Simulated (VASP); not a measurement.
# Rb (Im-3m) in VASP: single point with LDA

Aim: the single point of Rb with LDA.

All numbers are computed with VASP 6.6.1; they aren't measurements. Logs are shortened: lines on timing, memory, paths and dates and some standing lists are left out, and cuts for length are marked.

## Step 1: The cell of the first run

It takes space group Im-3m (No. 229, cubic). The conventional cell has a = 5.381 Å, b = 5.381 Å, c = 5.381 Å, α = 90.00°, β = 90.00°, γ = 90.00°.

## Step 2: Single point, LDA

INCAR

```
PREC = Accurate
ENCUT = 520
EDIFF = 1E-6
ISMEAR = -1
SIGMA = 0.13605693000000002
LREAL = F
LASPH = T
NELM = 60
ALGO = Normal
ISIF = 2
LWAVE = F
LCHARG = F
GGA = CA
NBANDS = 10
```

KPOINTS

```
regular mesh
0
Gamma
  9 9 9
```

POSCAR

```
Rb
1.0
   -2.6905361396      2.6905361396      2.6905361396
    2.6905361396     -2.6905361396      2.6905361396
    2.6905361396      2.6905361396     -2.6905361396
Rb
1
Direct
    0.0000000000      0.0000000000      0.0000000000
```

Potentials or basis: VASP PAW LDA potentials, release 64 (Rb_sv).

The run is started by

```sh
$ cat potpaw_LDA.64/Rb_sv/POTCAR > POTCAR
$ mpirun -np 1 vasp_std > vasp.out
```

OUTCAR:

```text
PREC = Accurate
   ENCUT = 520
   EDIFF = 1E-6
   ISMEAR = -1
   LREAL = F
   LASPH = T
   NELM = 60
   ISIF = 2
   GGA = CA

 ion  position               nearest neighbor table
   1  0.000  0.000  0.000-

  LATTYP: Found a body centered cubic cell.
 ALAT       =     5.3810722792

  Lattice vectors:

 A1 = (  -2.6905361396,   2.6905361396,   2.6905361396)
 A2 = (   2.6905361396,  -2.6905361396,   2.6905361396)
 A3 = (   2.6905361396,   2.6905361396,  -2.6905361396)

Analysis of symmetry for initial positions (statically):
=====================================================================
 Subroutine PRICEL returns:
 Original cell was already a primitive cell.

 Routine SETGRP: Setting up the symmetry group for a
 body centered cubic supercell.

 Subroutine GETGRP returns: Found 48 space group operations
 (whereof 48 operations were pure point group operations)
 out of a pool of 48 trial point group operations.

The static configuration has the point symmetry O_h .

Analysis of symmetry for dynamics (positions and initial velocities):
=====================================================================
 Subroutine PRICEL returns:
 Original cell was already a primitive cell.

 Routine SETGRP: Setting up the symmetry group for a
 body centered cubic supercell.

 Subroutine GETGRP returns: Found 48 space group operations
 (whereof 48 operations were pure point group operations)
 out of a pool of 48 trial point group operations.

The dynamic configuration has the point symmetry O_h .

 Subroutine INISYM returns: Found 48 space group operations
 (whereof 48 operations are pure point group operations),
 and found     1 'primitive' translations

----------------------------------------------------------------------------------------

                                     Primitive cell

  volume of cell :      77.9070

  direct lattice vectors                    reciprocal lattice vectors
    -2.690536140  2.690536140  2.690536140     0.000000000  0.185836567  0.185836567
     2.690536140 -2.690536140  2.690536140     0.185836567  0.000000000  0.185836567
     2.690536140  2.690536140 -2.690536140     0.185836567  0.185836567  0.000000000

  length of vectors
     4.660145293  4.660145293  4.660145293     0.262812594  0.262812594  0.262812594

  position of ions in fractional coordinates (direct lattice)
     0.000000000  0.000000000  0.000000000

  ion indices of the primitive-cell ions
   primitive index   ion index
                 1           1

----------------------------------------------------------------------------------------

 KPOINTS: regular mesh

Automatic generation of k-mesh.
 Grid dimensions read from file:
 generate k-points for:    9    9    9

 Generating k-lattice:

  Cartesian coordinates                     Fractional coordinates (reciprocal lattice)
     0.000000000  0.020648507  0.020648507     0.111111111  0.000000000  0.000000000
     0.020648507  0.000000000  0.020648507     0.000000000  0.111111111  0.000000000
     0.020648507  0.020648507  0.000000000     0.000000000  0.000000000  0.111111111

  Length of vectors
     0.029201399  0.029201399  0.029201399

  Shift w.r.t. Gamma in fractional coordinates (k-lattice)
     0.000000000  0.000000000  0.000000000

 Subroutine IBZKPT returns following result:
 ===========================================

 Found     35 irreducible k-points:

 Following reciprocal coordinates:
            Coordinates               Weight
  0.000000  0.000000  0.000000      1.000000
  0.111111  0.000000  0.000000     12.000000
  0.222222  0.000000  0.000000     12.000000
  0.333333  0.000000  0.000000     12.000000
  0.444444  0.000000  0.000000     12.000000
  0.111111  0.111111  0.000000     24.000000
[... 16 lines left out ...]
 -0.333333  0.444444  0.111111     48.000000
 -0.444444 -0.444444  0.111111     24.000000
 [... further k-points ...]
   k-points           NKPTS =     35   k-points in BZ     NKDIM =     35   number of bands    NBANDS=     10
   number of dos      NEDOS =    301   number of ions     NIONS =      1
   total plane-waves  NPLWV =  46656
   dimension x,y,z NGX =    36 NGY =   36 NGZ =   36
   dimension x,y,z NGXF=    72 NGYF=   72 NGZF=   72
   ions per type =               1
   NGX,Y,Z   is equivalent  to a cutoff of  12.84, 12.84, 12.84 a.u.
   NGXF,Y,Z  is equivalent  to a cutoff of  25.69, 25.69, 25.69 a.u.
 SYSTEM =  unknown system
   PREC   = accura    normal or accurate (medium, high low for compatibility)
   ISTART =      0    job   : 0-new  1-cont  2-samecut
   ICHARG =      2    charge: 1-file 2-atom 10-const
   ISPIN  =      1    spin polarized calculation?
   LNONCOLLINEAR =      F non collinear calculations
   LSORBIT =      F    spin-orbit coupling
   LASPH  =      T    aspherical Exc in radial PAW
   ENCUT  =  520.0 eV  38.22 Ry    6.18 a.u.   8.66  8.66  8.66*2*pi/ulx,y,z
   NELM   =     60;   NELMIN=  2; NELMDL= -5     # of ELM steps
   EDIFF  = 0.1E-05   stopping-criterion for ELM
   LREAL  =      F    real-space projection
   EDIFFG = 0.1E-04   stopping-criterion for IOM
   NSW    =      0    number of steps for IOM
   IBRION =     -1    ionic relax: 0-MD 1-quasi-New 2-CG
   NFREE  =      0    steps in history (QN), initial steepest desc. (CG)
   ISIF   =      2    stress and relaxation
   ISYM   =      2    0-nonsym 1-usesym 2-fastsym
   POTIM  = 0.5000    time-step for ionic-motion
   TEBEG  =    0.0;   TEEND  =   0.0 temperature during run
   PSTRESS=    0.0 pullay stress
   NELECT =       9.0000    total number of electrons
   NUPDOWN=      -1.0000    fix difference up-down
   EMIN   =  10.00;   EMAX   =-10.00  energy-range for DOS
   EFERMI =   0.00;   METHOD = LEGACY
   ISMEAR =    -1;   SIGMA  =   0.14  broadening in eV -4-tet -1-fermi 0-gaus
   EFERMI_NEDOS =   21; number of points for ismear=-14 and -15
   IALGO  =     38    algorithm
   IMIX   =      4    mixing-type and parameters
     AMIX     =   0.40;   BMIX     =  1.00
     AMIX_MAG =   1.60;   BMIX_MAG =  1.00
  volume/ion in A,a.u.               =      77.91       525.74
  Fermi-wavevector in a.u.,A,eV,Ry     =   0.797315  1.506708  8.649386  0.635712
  Thomas-Fermi vector in A             =   1.904009
   LORBIT       =      0    0 simple, 1 ext, 2 COOP (PROOUT), +10 PAW based schemes
   GGA     = CA    functional components
   LHFCALC =     F    Hartree Fock is set to
   AEXX    =    0.0000 exact exchange contribution
   IVDW    =     0    specifies the selected vdW correction
   LEPSILON=     F    determine dielectric tensor
   LRPA    =     F    only Hartree local field effects (RPA)
 non-spin polarized calculation
  energy-cutoff  :      520.00
  volume of cell :       77.91
 maximum number of plane-waves:      2123
   NGX = 17   NGY = 17   NGZ = 17

 number of electron       9.0000000 magnetization

 Free energy of the ion-electron system (eV)
  ---------------------------------------------------
  ext. energy  EPLUGINS =         0.00000000
  ---------------------------------------------------
  free energy    TOTEN  =        -1.08775254 eV

  energy without entropy =       -1.03684116  energy(sigma->0) =       -1.06229685

 E-fermi :   0.1414     XC(G=0):  -6.0882

 val. band max:        0.1125142280   @ k =  -0.3333   0.4444   0.1111
 cond. band min:       0.2643927834   @ k =  -0.4444   0.4444   0.1111
 fundamental gap:      0.1518785554
 Fermi energy:         0.1413832952

 k-point     1 :       0.0000    0.0000    0.0000
  band No.  band energies     occupation
      1     -28.5673      2.00000
      2     -12.6465      2.00000
      3     -12.6465      2.00000
      4     -12.6465      2.00000
      5      -2.0460      2.00000
      6       3.8669      0.00000
      7       3.8669      0.00000
      8       3.8669      0.00000
      9       4.9616      0.00000
     10       4.9616      0.00000

 k-point     2 :       0.1111    0.0000    0.0000
  band No.  band energies     occupation
      1     -28.5662      2.00000
      2     -12.6668      2.00000
      3     -12.6529      2.00000
      4     -12.6465      2.00000
      5      -1.8766      2.00000
      6       3.6349      0.00000
      7       3.6619      0.00000
      8       4.0298      0.00000
      9       4.7009      0.00000
     10       4.9156      0.00000

 k-point     3 :       0.2222    0.0000    0.0000
  band No.  band energies     occupation
      1     -28.5635      2.00000
      2     -12.7175      2.00000
      3     -12.6692      2.00000
      4     -12.6467      2.00000
      5      -1.3936      1.99997
      6       2.8844      0.00000
      7       3.2587      0.00000
      8       4.5093      0.00000
      9       4.7182      0.00000
     10       4.8925      0.00000

 k-point     4 :       0.3333    0.0000    0.0000
  band No.  band energies     occupation
      1     -28.5604      2.00000
      2     -12.7735      2.00000
      3     -12.6875      2.00000
      4     -12.6469      2.00000
      5      -0.6743      1.99503
      6       2.0551      0.00000
      7       2.9096      0.00000
      8       4.8239      0.00000
      9       5.0399      0.00000
     10       5.2770      0.00000

 k-point     5 :       0.4444    0.0000    0.0000
  band No.  band energies     occupation
      1     -28.5584      2.00000
      2     -12.8093      2.00000
      3     -12.6994      2.00000
      4     -12.6470      2.00000
      5       0.1100      1.11497
      6       1.3108      0.00037
      7       2.7187      0.00000
      8       4.6793      0.00000
      9       5.4150      0.00000
     10       6.0790      0.00000

 k-point     6 :       0.1111    0.1111    0.0000
  band No.  band energies     occupation
      1     -28.5643      2.00000
      2     -12.7016      2.00000
      3     -12.6602      2.00000
      4     -12.6513      2.00000
      5      -1.5497      1.99999
      6       3.1787      0.00000
      7       3.3108      0.00000
      8       4.3385      0.00000
      9       4.5029      0.00000
     10       5.0924      0.00000

 k-point     7 :       0.2222    0.1111    0.0000
  band No.  band energies     occupation
      1     -28.5614      2.00000
      2     -12.7506      2.00000
      3     -12.6799      2.00000
      4     -12.6534      2.00000
      5      -0.9426      1.99931
      6       2.4452      0.00000
      7       2.9140      0.00000
      8       4.5619      0.00000
      9       4.8804      0.00000
     10       5.2975      0.00000

 k-point     8 :       0.3333    0.1111    0.0000
  band No.  band energies     occupation
      1     -28.5589      2.00000
      2     -12.7916      2.00000
      3     -12.6993      2.00000
      4     -12.6541      2.00000
      5      -0.1579      1.80049
      6       1.6911      0.00002
      7       2.6524      0.00000
      8       4.5621      0.00000
      9       5.3156      0.00000
     10       5.6561      0.00000

 k-point     9 :       0.4444    0.1111   -0.0000
  band No.  band energies     occupation
      1     -28.5579      2.00000
      2     -12.8075      2.00000
      3     -12.7071      2.00000
      4     -12.6543      2.00000
      5       0.4470      0.19136
      6       1.1388      0.00131
      7       2.5605      0.00000
      8       4.4223      0.00000
      9       5.5716      0.00000
     10       5.9541      0.00000
[... 118 lines left out ...]
 k-point    19 :      -0.2222    0.2222    0.1111
  band No.  band energies     occupation
      1     -28.5625      2.00000
      2     -12.7169      2.00000
      3     -12.6760      2.00000
      4     -12.6625      2.00000
      5      -1.2360      1.99992
      6       2.9209      0.00000
      7       3.3114      0.00000
      8       3.8938      0.00000
      9       4.4898      0.00000
     10       5.4668      0.00000

 k-point    20 :      -0.3333    0.3333    0.1111
  band No.  band energies     occupation
      1     -28.5595      2.00000
      2     -12.7698      2.00000
      3     -12.6948      2.00000
      4     -12.6618      2.00000
      5      -0.5270      1.98540
      6       2.0876      0.00000
      7       3.0042      0.00000
      8       4.0008      0.00000
      9       5.2416      0.00000
     10       5.3721      0.00000

 k-point    21 :      -0.2222    0.3333    0.1111
  band No.  band energies     occupation
      1     -28.5598      2.00000
      2     -12.7515      2.00000
      3     -12.6959      2.00000
      4     -12.6719      2.00000
      5      -0.6522      1.99416
      6       2.3878      0.00000
      7       2.9970      0.00000
      8       3.8650      0.00000
      9       4.9001      0.00000
     10       5.3789      0.00000

 k-point    22 :      -0.4444    0.4444    0.1111
  band No.  band energies     occupation
      1     -28.5576      2.00000
      2     -12.8037      2.00000
      3     -12.7069      2.00000
      4     -12.6612      2.00000
      5       0.2644      0.57642
      6       1.3401      0.00030
      7       2.8300      0.00000
      8       3.9068      0.00000
      9       5.3553      0.00000
     10       6.2371      0.00000

 k-point    23 :      -0.3333    0.4444    0.1111
  band No.  band energies     occupation
      1     -28.5574      2.00000
      2     -12.7841      2.00000
      3     -12.7172      2.00000
      4     -12.6731      2.00000
      5       0.1125      1.10570
      6       1.7473      0.00001
      7       2.6530      0.00000
      8       3.9610      0.00000
      9       4.9068      0.00000
     10       5.7410      0.00000

 k-point    24 :      -0.4444   -0.4444    0.1111
  band No.  band energies     occupation
      1     -28.5564      2.00000
      2     -12.7969      2.00000
      3     -12.7260      2.00000
      4     -12.6729      2.00000
      5       0.7776      0.01845
      6       1.1656      0.00107
      7       2.5031      0.00000
      8       3.8720      0.00000
      9       5.1475      0.00000
     10       5.8760      0.00000

 [... further k-points ...]
[... 5 lines left out ...]
  --------------------------------------------------------------------------------------
  -------------------------------------------------------------------------------------
  Total       -0.0065803     -0.0065803     -0.0065803     -0.0000000     -0.0000000     -0.0000000
  in kB       -0.1353259     -0.1353259     -0.1353259     -0.0000000     -0.0000000     -0.0000000
  external PRESSURE =      -0.1353259 kB  Pullay stress =       0.0000000 kB

 VOLUME and BASIS-vectors are now :
 -----------------------------------------------------------------------------
  energy-cutoff  :      520.00
  volume of cell :       77.91
      direct lattice vectors                 reciprocal lattice vectors
    -2.690536140  2.690536140  2.690536140     0.000000000  0.185836567  0.185836567
     2.690536140 -2.690536140  2.690536140     0.185836567  0.000000000  0.185836567
     2.690536140  2.690536140 -2.690536140     0.185836567  0.185836567  0.000000000

 POSITION                                       TOTAL-FORCE (eV/Angst)
 -----------------------------------------------------------------------------------
      0.00000      0.00000      0.00000         0.000000      0.000000      0.000000
 -----------------------------------------------------------------------------------
    total drift:                               -0.000000      0.000000      0.000000

  FREE ENERGIE OF THE ION-ELECTRON SYSTEM (eV)
  ---------------------------------------------------
  free  energy   TOTEN  =        -1.0877525425 eV

  energy  without entropy=       -1.0368411618  energy(sigma->0) =       -1.06229685
```

It took 40 s on 1 thread of Intel Xeon Platinum 8375C at 2.90GHz (Ice Lake), shared host; peak memory 0.17 GiB.

Results:

```
Free energy : -1.0878 eV
Pressure    : 0.0 GPa
```

Levels at points of the mesh, in eV from the Fermi level:
| k point | band 3 | band 4 | band 5 | band 6 | band 7 | band 8 |
| --- | --- | --- | --- | --- | --- | --- |
| (0.00, 0.00, 0.00) | -12.79 | -12.79 | -2.19 | 3.73 | 3.73 | 3.73 |
